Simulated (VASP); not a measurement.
A run of VASP 6.6.1:

Contents of INCAR:

```
ALGO = Normal
EDIFF = 1E-6
ENCUT = 520
GGA = PS
ISIF = 2
ISMEAR = 0
ISPIN = 2
LASPH = True
LCHARG = False
LMAXMIX = 4
LORBIT = 11
LREAL = False
LWAVE = False
MAGMOM = 2 -2 0 0
NBANDS = 32
NELM = 150
PREC = Accurate
SIGMA = 0.1
```

File KPOINTS:

```
k-points
0
Gamma
  14 14 7
```

Contents of POSCAR:

```
MoSe
1.0
    0.0000000000      2.5042719588      2.5042719588
    5.0085439175      2.5042719588      2.5042719588
    5.0085439175      5.0085439175      0.0000000000
Mo Se
2 2
Direct
    1.0000000000      0.0000000000      0.0000000000
    1.0000000000      0.0000000000      0.5000000000
    0.5000000000      0.5000000000      0.0000000000
    0.5000000000      0.5000000000      0.5000000000
```

Potentials or basis: VASP PAW PBE potentials, release 64 (Mo_sv, Se).

The run is started by

```bash
$ cat potpaw_PBE.64/Mo_sv/POTCAR potpaw_PBE.64/Se/POTCAR > POTCAR
$ mpirun -np 1 vasp_std > vasp.out
```

Hardware: 1 thread of Oxide Virtual Turin-like Processor, with other jobs on the host.

Task: How long does it take, and how much memory?

Result: Run time: 27 min on 1 thread of Oxide Virtual Turin-like Processor, with other jobs on the host, peak memory 0.56 GiB. Counts: scf iterations 18, k points 144.
